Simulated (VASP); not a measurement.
Write the native input for VASP 6.6.1 that does the following.

```
Task                   : relaxation of cell and atoms
Functional             : PBEsol
Potentials or basis    : VASP PAW PBE potentials, release 64 (Cu)
Cutoff                 : 600 eV
k mesh                 : 13 × 13 × 13
Occupations            : fermi-dirac, width 0.1 eV
Spin                   : no spin polarisation
Dipole correction      : no
Further INCAR settings : ALGO = Normal; EDIFF = 1e-07; IBRION = 2; EDIFFG = -0.01; NSW = 80; ISIF = 3
```

The structure of Cu lies in POSCAR:

```
Cu
1.0
   -1.4427930000      1.4427930000      1.3760810000
    1.4427930000     -1.4427930000      1.3760810000
    1.4427930000      1.4427930000     -1.3760810000
Cu
1
Direct
    0.0000000000      0.0000000000      0.0000000000
```

One way to write it, as run:

INCAR

```
SYSTEM = Cu
ALGO = Normal
EDIFF = 1E-7
EDIFFG = -0.01
ENCUT = 600
GGA = PS
IBRION = 2
ISIF = 3
ISMEAR = -1
LASPH = .TRUE.
LCHARG = .FALSE.
LREAL = .FALSE.
LWAVE = .FALSE.
NELM = 100
NSW = 80
PREC = Accurate
SIGMA = 0.1
```

KPOINTS

```
k-points
0
G
  13 13 13
  0 0 0
```

Potentials or basis: VASP PAW PBE potentials, release 64 (Cu).

Command:

```bash
$ cat potpaw_PBE.64/Cu/POTCAR > POTCAR
$ mpirun -np 1 vasp_std > vasp.out
```

It gave:

The relaxed volume is 11.42 Å³/atom and the relaxed cell is a = 2.458 Å, b = 2.458 Å, c = 2.458 Å, α = 108.22°, β = 108.22°, γ = 112.01°. The space group after relaxing (to 0.1 Å) is I4/mmm (No. 139), the energy gained by relaxing is 0.1 meV/atom and the ionic steps are 3. The pressure after relaxing is 0.0 GPa. The band gap on the k mesh is zero (an odd number of electrons rules out a gap without spin polarisation).

Caveat: the PAW data sets were made with another functional, which shifts forces and pressure a little.

It took 66 s on 1 thread of Intel Xeon 8259CL (shared host), peak memory 0.15 GiB.
